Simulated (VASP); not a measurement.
Input of a VASP 6.6.1 run:

INCAR

```
SYSTEM = MnO2
  PREC = Accurate
  ENCUT = 520
  EDIFF = 1E-7
  ISMEAR = 0
  SIGMA = 0.05
  LREAL = .False.
  LASPH = .True.
  NELM = 150
  ALGO = Normal
  ISIF = 2
  LWAVE = .False.
  LCHARG = .False.
  ISPIN = 2
  MAGMOM = 2.75 2.75 -0.09 -0.09 -0.09 -0.09
  LORBIT = 11
  LMAXMIX = 4
  LDAU = .True.
  LDAUTYPE = 2
  LDAUL = 2 -1
  LDAUU = 3.9 0
  LDAUJ = 0 0
  LDAUPRINT = 1
  GGA = PE
  NBANDS = 38
```

KPOINTS

```
Automatic mesh
0
Gamma
  12 12 4
  0 0 0
```

Contents of POSCAR:

```
MnO2
1.0
    2.8549554371      0.0000000000      0.0000000000
   -1.4274777185      2.4724639352      0.0000000000
    0.0000000000      0.0000000000     10.2217427273
Mn O
2 4
Direct
    0.0000000000      0.0000000000      0.0000000000
    0.0000000000      0.0000000000      0.5000000000
    0.3333333300      0.6666666700      0.9068564500
    0.3333333300      0.6666666700      0.5931435500
    0.6666666700      0.3333333300      0.0931435500
    0.6666666700      0.3333333300      0.4068564500
```

Potentials or basis: VASP PAW PBE potentials, release 64 (Mn_pv, O).

Run with:

```sh
$ cat potpaw_PBE.64/Mn_pv/POTCAR potpaw_PBE.64/O/POTCAR > POTCAR
$ mpirun -np 1 vasp_std > vasp.out
```

What does it give for the band gap on the k mesh?

2.08 eV, indirect (least direct gap 2.13 eV).

Estimate the site moments.

Mn +3.14; O -0.08 μB.

Predict the pressure.

9.2 GPa.

What does it give for the net moment?

6.00 μB per cell.

Stress tensor (GPa, compression positive):
```
10.87  0.00  0.00
 0.00 10.87  0.00
 0.00  0.00  5.72
```

A k mesh can miss the band edges. The state reached can hang on the start; a lower one may exist.
